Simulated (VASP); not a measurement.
# Au (P6_3/mmc) in VASP: further runs

Au is run at these levels: PBEsol; tasks: single point.

Program: VASP 6.6.1. These are calculated values, not measurements. Logs are shortened: lines on timing, memory, paths and dates and some standing lists are left out, and cuts for length are marked.

**1. The cell of the first run**

It takes space group P6_3/mmc (No. 194, hexagonal). The conventional cell has a = 2.972 Å, b = 2.972 Å, c = 5.002 Å, α = 90.00°, β = 90.00°, γ = 120.00°. Au (site symmetry -6m2) has 12 Au at 2.97 to 3.03 Å within 3.9 Å.

**2. Single point, PBEsol (strain +0.025 along x and y, +0.025 along z)**

File INCAR:

```
PREC = Accurate
ENCUT = 520
EDIFF = 1E-6
ISMEAR = 0
SIGMA = 0.15
LREAL = F
LASPH = T
NELM = 100
ALGO = Fast
ISIF = 2
LWAVE = F
LCHARG = T
GGA = PS
LELF = T
LVHAR = T
NBANDS = 18
```

File KPOINTS:

```
regular mesh
0
Gamma
  18 18 10
```

File POSCAR:

```
Au
1.0
    2.9724983707      0.0000000000      0.0000000000
   -1.4862491853      2.5742591017      0.0000000000
    0.0000000000      0.0000000000      5.0020000000
Au
2
Direct
    0.3333333333      0.6666666667      0.7500000000
    0.6666666667      0.3333333333      0.2500000000
```

Potentials or basis: VASP PAW PBE potentials, release 64 (Au).

Launch:

```console
cat potpaw_PBE.64/Au/POTCAR > POTCAR
mpirun -np 1 vasp_std > vasp.out
```

OUTCAR:

```text
PREC = Accurate
   ENCUT = 520
   EDIFF = 1E-6
   ISMEAR = 0
   LREAL = F
   LASPH = T
   NELM = 100
   ISIF = 2
   GGA = PS

 ion  position               nearest neighbor table
   1  0.333  0.667  0.750-   2 3.03   2 3.03   2 3.03   2 3.03   2 3.03   2 3.03
   2  0.667  0.333  0.250-   1 3.03   1 3.03   1 3.03   1 3.03   1 3.03   1 3.03

  LATTYP: Found a hexagonal cell.
 ALAT       =     2.9724983707
 C/A-ratio  =     1.6827595431

  Lattice vectors:

 A1 = (   2.9724983707,   0.0000000000,   0.0000000000)
 A2 = (  -1.4862491853,   2.5742591017,   0.0000000000)
 A3 = (   0.0000000000,   0.0000000000,   5.0020000000)

Analysis of symmetry for initial positions (statically):
=====================================================================
 Subroutine PRICEL returns:
 Original cell was already a primitive cell.

 Routine SETGRP: Setting up the symmetry group for a
 hexagonal supercell.

 Subroutine GETGRP returns: Found 24 space group operations
 (whereof 12 operations were pure point group operations)
 out of a pool of 24 trial point group operations.

The static configuration has the point symmetry D_3d.
 The point group associated with its full space group is D_6h.

Analysis of symmetry for dynamics (positions and initial velocities):
=====================================================================
 Subroutine PRICEL returns:
 Original cell was already a primitive cell.

 Routine SETGRP: Setting up the symmetry group for a
 hexagonal supercell.

 Subroutine GETGRP returns: Found 24 space group operations
 (whereof 12 operations were pure point group operations)
 out of a pool of 24 trial point group operations.

The dynamic configuration has the point symmetry D_3d.
 The point group associated with its full space group is D_6h.

 Subroutine INISYM returns: Found 24 space group operations
 (whereof 12 operations are pure point group operations),
 and found     1 'primitive' translations

----------------------------------------------------------------------------------------

                                     Primitive cell

  volume of cell :      38.2752

  direct lattice vectors                    reciprocal lattice vectors
     2.972498371  0.000000000  0.000000000     0.336417342  0.194230643  0.000000000
    -1.486249185  2.574259102  0.000000000     0.000000000  0.388461286  0.000000000
[... 78 lines left out ...]
   ICHARG =      2    charge: 1-file 2-atom 10-const
   ISPIN  =      1    spin polarized calculation?
   LNONCOLLINEAR =      F non collinear calculations
   LSORBIT =      F    spin-orbit coupling
   LASPH  =      T    aspherical Exc in radial PAW
   ENCUT  =  520.0 eV  38.22 Ry    6.18 a.u.   5.53  5.53  9.30*2*pi/ulx,y,z
   NELM   =    100;   NELMIN=  2; NELMDL= -5     # of ELM steps
   EDIFF  = 0.1E-05   stopping-criterion for ELM
   LREAL  =      F    real-space projection
   EDIFFG = 0.1E-04   stopping-criterion for IOM
   NSW    =      0    number of steps for IOM
   IBRION =     -1    ionic relax: 0-MD 1-quasi-New 2-CG
   NFREE  =      0    steps in history (QN), initial steepest desc. (CG)
   ISIF   =      2    stress and relaxation
   ISYM   =      2    0-nonsym 1-usesym 2-fastsym
   POTIM  = 0.5000    time-step for ionic-motion
   TEBEG  =    0.0;   TEEND  =   0.0 temperature during run
   PSTRESS=    0.0 pullay stress
   NELECT =      22.0000    total number of electrons
   NUPDOWN=      -1.0000    fix difference up-down
   EMIN   =  10.00;   EMAX   =-10.00  energy-range for DOS
   EFERMI =   0.00;   METHOD = LEGACY
   ISMEAR =     0;   SIGMA  =   0.15  broadening in eV -4-tet -1-fermi 0-gaus
   EFERMI_NEDOS =   21; number of points for ismear=-14 and -15
   IALGO  =     68    algorithm
   IMIX   =      4    mixing-type and parameters
     AMIX     =   0.40;   BMIX     =  1.00
     AMIX_MAG =   1.60;   BMIX_MAG =  1.00
  volume/ion in A,a.u.               =      19.14       129.15
  Fermi-wavevector in a.u.,A,eV,Ry     =   1.361162  2.572224 25.208363  1.852762
  Thomas-Fermi vector in A             =   2.487762
   LORBIT       =      0    0 simple, 1 ext, 2 COOP (PROOUT), +10 PAW based schemes
   GGA     = PS    functional components
   LHFCALC =     F    Hartree Fock is set to
   AEXX    =    0.0000 exact exchange contribution
   IVDW    =     0    specifies the selected vdW correction
   LEPSILON=     F    determine dielectric tensor
   LRPA    =     F    only Hartree local field effects (RPA)
 non-spin polarized calculation
 RMM-DIIS sequential band-by-band and
 Gauss-broadening in eV      SIGMA  =   0.15
  energy-cutoff  :      520.00
  volume of cell :       38.28
 maximum number of plane-waves:      1062
 NGX is ok and might be reduce to    24
   NGX = 11   NGY = 11   NGZ = 19

 number of electron      21.9999999 magnetization

 Free energy of the ion-electron system (eV)
  ---------------------------------------------------
  ext. energy  EPLUGINS =         0.00000000
  ---------------------------------------------------
  free energy    TOTEN  =        -7.61707657 eV

  energy without entropy =       -7.60818653  energy(sigma->0) =       -7.61263155

 E-fermi :   7.4117     XC(G=0): -12.2057

 val. band max:        7.3777374654   @ k =   0.2222   0.1111   0.3000
 cond. band min:       7.4349173177   @ k =   0.3889   0.0000   0.4000
 fundamental gap:      0.0571798523
 Fermi energy:         7.4117251353

 k-point     1 :       0.0000    0.0000    0.0000
  band No.  band energies     occupation
      1      -1.2918      2.00000
      2       1.0294      2.00000
      3       3.2055      2.00000
      4       3.4509      2.00000
      5       3.4509      2.00000
      6       3.7015      2.00000
[... 481 lines left out ...]
      5       3.6470      2.00000
      6       3.7575      2.00000
[... 10 lines left out ...]
     17      18.8328      0.00000
     18      21.7364      0.00000

 [... further k-points ...]
[... 5 lines left out ...]
  --------------------------------------------------------------------------------------
  -------------------------------------------------------------------------------------
  Total       -3.4860667     -3.4860667     -3.3194064     -0.0000000      0.0000000      0.0000000
  in kB     -145.9246667   -145.9246667   -138.9483628     -0.0000000      0.0000000      0.0000000
  external PRESSURE =    -143.5992320 kB  Pullay stress =       0.0000000 kB

 VOLUME and BASIS-vectors are now :
 -----------------------------------------------------------------------------
  energy-cutoff  :      520.00
  volume of cell :       38.28
      direct lattice vectors                 reciprocal lattice vectors
     2.972498371  0.000000000  0.000000000     0.336417342  0.194230643  0.000000000
    -1.486249185  2.574259102  0.000000000     0.000000000  0.388461286  0.000000000
     0.000000000  0.000000000  5.002000000     0.000000000  0.000000000  0.199920032

 POSITION                                       TOTAL-FORCE (eV/Angst)
 -----------------------------------------------------------------------------------
     -0.00000      1.71617      3.75150         0.000000      0.000000      0.000000
      1.48625      0.85809      1.25050        -0.000000     -0.000000      0.000000
 -----------------------------------------------------------------------------------
    total drift:                               -0.000000      0.000000     -0.000000

  FREE ENERGIE OF THE ION-ELECTRON SYSTEM (eV)
  ---------------------------------------------------
  free  energy   TOTEN  =        -7.6170765686 eV

  energy  without entropy=       -7.6081865260  energy(sigma->0) =       -7.61263155
```

OSZICAR:

```text
N       E                     dE             d eps       ncg     rms          rms(c)
DAV:   1     0.119644313300E+03    0.11964E+03   -0.11493E+04  8000   0.117E+03
DAV:   2    -0.608807838463E+01   -0.12573E+03   -0.11931E+03  8470   0.253E+02
DAV:   3    -0.826464392369E+01   -0.21766E+01   -0.21619E+01  9362   0.332E+01
DAV:   4    -0.827441824981E+01   -0.97743E-02   -0.97727E-02  8834   0.236E+00
DAV:   5    -0.827450942706E+01   -0.91177E-04   -0.91176E-04  8944   0.247E-01    0.952E+00
RMM:   6    -0.764659014042E+01    0.62792E+00   -0.12483E+00  7996   0.816E+00    0.627E+00
RMM:   7    -0.762130731491E+01    0.25283E-01   -0.89113E-02  8242   0.235E+00    0.343E+00
RMM:   8    -0.761725264020E+01    0.40547E-02   -0.84977E-03  8369   0.704E-01    0.540E-01
RMM:   9    -0.761707162222E+01    0.18102E-03   -0.12012E-03  8758   0.257E-01    0.130E-01
RMM:  10    -0.761708229028E+01   -0.10668E-04   -0.14708E-04  8830   0.795E-02    0.104E-01
RMM:  11    -0.761707647064E+01    0.58196E-05   -0.24985E-05  8740   0.373E-02    0.171E-02
RMM:  12    -0.761707656855E+01   -0.97914E-07   -0.36186E-06  6956   0.131E-02
   1 F= -.76170766E+01 E0= -.76126315E+01  d E =-.889004E-02
```

stdout:

```text
POSCAR found type information on POSCAR Au
 POSCAR found :  1 types and       2 ions
 scaLAPACK will be used
 -----------------------------------------------------------------------------
|                                                                             |
|                                                                             |
|     You enforced a specific xc type in the INCAR file but a different       |
|     I HOPE YOU KNOW WHAT YOU ARE DOING!                                     |
|                                                                             |
 -----------------------------------------------------------------------------

 LDA part: xc-table for (Slater+PW92), standard interpolation
 POSCAR, INCAR and KPOINTS ok, starting setup
 FFT: planning ... GRIDC
 FFT: planning ... GRID_SOFT
 FFT: planning ... GRID
 WAVECAR not read
 entering main loop
```

It took 68 s on 1 thread of Intel Xeon Platinum 8488C (Sapphire Rapids), shared host; peak memory 0.25 GiB.

What came out:

```
Free energy            : -7.6171 eV
Pressure               : -14.4 GPa
Band gap on the k mesh : zero (band 11 reaches 11.14 eV, above the bottom of band 12 at 5.03 eV)
```

Stress tensor (GPa, compression positive):
```
-14.59   0.00   0.00
  0.00 -14.59   0.00
  0.00   0.00 -13.89
```

Levels at points of the mesh, in eV from the Fermi level:
| k point | band 9 | band 10 | band 11 | band 12 | band 13 | band 14 |
| --- | --- | --- | --- | --- | --- | --- |
| (0.00, 0.00, 0.00) | -3.12 | -2.00 | -2.00 | -0.63 | 2.16 | 14.62 |
| (0.50, 0.00, 0.00) | -1.75 | -1.60 | 0.40 | 1.35 | 5.44 | 6.54 |
| (0.00, 0.00, 0.50) | -2.39 | -2.39 | -2.39 | -2.39 | 9.84 | 9.84 |
| (0.50, 0.00, 0.50) | -1.66 | -1.66 | 0.71 | 0.71 | 3.41 | 3.41 |

Caveat: the cell differs from its parent crystal (strain +0.025 along x and y, +0.025 along z); the PAW data sets were made with another functional, which shifts forces and pressure a little; spin-orbit coupling is left out, which moves the levels of the heavy elements.

(Part 1 of 2 ends here.)
